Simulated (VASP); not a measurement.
Write the native input for VASP 6.6.1 that does the following.

| Item | Value |
| --- | --- |
| Task | single point |
| Functional | r2SCAN |
| Potentials or basis | VASP PAW PBE potentials, release 64 (Ga_d, N_h) |
| Cutoff | 910 eV |
| k mesh | 10 × 10 × 10 |
| Occupations | gaussian, width 0.01 eV |
| Spin | no spin polarisation |
| Dipole correction | no |
| Further INCAR settings | ALGO = Normal; EDIFF = 1e-06; NBANDS = 16 |

The system is GaN.

```xyz
2
Lattice="0.0000 2.2490 2.2490 2.2490 0.0000 2.2490 2.2490 2.2490 0.0000" Properties=species:S:1:pos:R:3 pbc="T T T"
Ga    0.0000    0.0000    0.0000
N     1.1245    1.1245    1.1245
```

These files were run (other wordings do the same):

POSCAR

```
GaN
1.0
    0.0000000000      2.2489525436      2.2489525436
    2.2489525436      0.0000000000      2.2489525436
    2.2489525436      2.2489525436      0.0000000000
Ga N
1 1
Direct
    0.0000000000      0.0000000000      0.0000000000
    0.2500000000      0.2500000000      0.2500000000
```

INCAR.step1

```
SYSTEM = GaN
ALGO = Normal
EDIFF = 1E-5
ENCUT = 910
GGA = PE
GGA_COMPAT = .FALSE.
ISMEAR = 0
LASPH = .TRUE.
LCHARG = .FALSE.
LREAL = .FALSE.
LWAVE = .TRUE.
NBANDS = 16
NELM = 120
PREC = Accurate
SIGMA = 0.01
```

INCAR.step2

```
SYSTEM = GaN
ALGO = Normal
EDIFF = 1E-6
ENCUT = 910
GGA_COMPAT = .FALSE.
ISIF = 2
ISMEAR = 0
ISTART = 1
LASPH = .TRUE.
LCHARG = .FALSE.
LMIXTAU = .TRUE.
LREAL = .FALSE.
LWAVE = .FALSE.
METAGGA = R2SCAN
NBANDS = 16
NELM = 120
PREC = Accurate
SIGMA = 0.01
```

KPOINTS

```
k-points
0
G
  10 10 10
  0 0 0
```

Potentials or basis: VASP PAW PBE potentials, release 64 (Ga_d, N_h).

Run with:

```bash
$ cat potpaw_PBE.64/Ga_d/POTCAR potpaw_PBE.64/N_h/POTCAR > POTCAR
$ cp INCAR.step1 INCAR
$ mpirun -np 1 vasp_std > vasp.out
$ cp INCAR.step2 INCAR
$ mpirun -np 1 vasp_std > vasp.out
```

It gave:

* Pressure: 1.0 GPa
* Band gap on the k mesh: 2.16 eV

Caveat: the cutoff is under 1.25 times the usual one of these potentials, so pressure, stress and relaxed cells hold a basis-set (Pulay) error; the PAW data sets were made with another functional, which shifts forces and pressure a little.

Wall time 68 s on 1 thread of Intel(R) Xeon(R) 6975P-C (Granite Rapids), with other jobs on the host, peak memory 0.2 GiB.
